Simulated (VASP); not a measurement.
Write the native input for VASP 6.6.1 that does the following.

| Item | Value |
| --- | --- |
| Task | relaxation of cell and atoms |
| Functional | PBE |
| Potentials or basis | VASP PAW PBE potentials, release 64 (Ni_sv_GW, Si) |
| Cutoff | 590 eV |
| k mesh | 9 × 9 × 9 |
| Occupations | fermi-dirac, width 0.05 eV |
| Spin | collinear spin, ferromagnetic start |
| Starting moments | [1.0, 0.0, 0.0] μB |
| Hubbard terms | Ni d U = 4.0 eV |
| Dipole correction | no |
| Further INCAR settings | ALGO = Normal; EDIFF = 1e-07; IBRION = 2; EDIFFG = -0.01; NSW = 60; ISIF = 3 |

The structure of Si2Ni lies in POSCAR:

```
Si2Ni
1.0
    0.0000000000      2.7030000000      2.7030000000
    2.7030000000      0.0000000000      2.7030000000
    2.7030000000      2.7030000000      0.0000000000
Ni Si
1 2
Direct
    0.0000000000      0.0000000000      0.0000000000
    0.7500000000      0.7500000000      0.7500000000
    0.2500000000      0.2500000000      0.2500000000
```

These files were run (other wordings do the same):

INCAR

```
PREC = Accurate
ENCUT = 590
EDIFF = 1E-7
ISMEAR = -1
SIGMA = 0.05
LREAL = F
LASPH = T
NELM = 200
ALGO = Normal
ISIF = 3
LWAVE = F
LCHARG = F
ISPIN = 2
MAGMOM = 1 0 0
LORBIT = 11
LMAXMIX = 4
LDAU = T
LDAUTYPE = 2
LDAUL = 2 -1
LDAUU = 4 0
LDAUJ = 0 0
LDAUPRINT = 1
GGA = PE
IBRION = 2
NSW = 60
EDIFFG = -0.01
GGA_COMPAT = F
NELMIN = 4
```

KPOINTS

```
Automatic mesh
0
Gamma
  9 9 9
```

Potentials or basis: VASP PAW PBE potentials, release 64 (Ni_sv_GW, Si).

Command:

```console
$ cat potpaw_PBE.64/Ni_sv_GW/POTCAR potpaw_PBE.64/Si/POTCAR > POTCAR
$ mpirun -np 1 vasp_std > vasp.out
```

Results of the run:

```json
{
  "Relaxed volume": "13.35 Å³/atom",
  "Relaxed cell": "a = 3.840 Å, b = 3.840 Å, c = 3.840 Å, α = 60.00°, β = 60.00°, γ = 60.00°",
  "Space group after relaxing (to 0.1 Å)": "Fm-3m (No. 225)",
  "Energy gained by relaxing": "1.2 meV/atom",
  "Ionic steps": "3",
  "Pressure after relaxing": "0.0 GPa",
  "Band gap on the k mesh": "zero (filled and empty bands overlap)",
  "Net moment": "0.00 μB per cell",
  "Valence electrons inside the program's atomic spheres": "Ni 16.66; Si 1.58"
}
```

Caveat: the U is typed as a test and isn't derived for this compound.

Wall time 3.2 min on 1 thread of Intel(R) Xeon(R) 6975P-C (Granite Rapids) (shared host), peak memory 0.23 GiB.
